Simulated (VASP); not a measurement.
Runs of VASP 6.6.1 on Ru. The structure is that of space group P6_3/mmc (No. 194), or close to it. The cells are those of the table. 

```tsv
task	cell	gap on the mesh (eV)	pressure (GPa)	largest force (eV/Å)
single point	a = 2.706, b = 2.718, c = 4.282 Å, angles 90.2, 90.6, 120.4°, 2 atoms	none	-6.2	0.05
electric field gradients	a = 2.706, b = 2.718, c = 4.282 Å, angles 90.2, 90.6, 120.4°, 2 atoms	none	-6.2	0.05
electric field gradients	a = 2.760, b = 2.760, c = 4.282 Å, angles 90.0, 90.0, 120.0°, 2 atoms	none	(a)	-
single point	a = 2.706, b = 2.706, c = 4.325 Å, angles 90.0, 90.0, 120.0°, 2 atoms	none	-9.5	-
electric field gradients	a = 2.706, b = 2.706, c = 4.196 Å, angles 90.0, 90.0, 120.0°, 2 atoms	none	0.8	-
electric field gradients	a = 2.625, b = 2.625, c = 4.282 Å, angles 90.0, 90.0, 120.0°, 2 atoms	none	16.2	-
single point	a = 2.625, b = 2.625, c = 4.282 Å, angles 90.0, 90.0, 120.0°, 2 atoms	none	16.2	-
```

Alike in all rows: level PBEsol; potentials or basis VASP PAW PBE potentials, release 64 (Ru_pv); no spin polarisation; k mesh 14 × 14 × 8; cutoff (eV) 520; smearing fermi-dirac 0.03 eV.

**Question.** Estimate the missing entries.

**Answer.** (a) -17.4.

Caveats: the PAW data sets were made with another functional, which shifts forces and pressure a little; the cell stands under tension (at least some runs); the cell stands under pressure (at least some runs).

A k mesh can miss the band edges, and the runs leave out spin-orbit coupling on Ru.

A gap of «none» marks levels without a gap at the run's occupations.
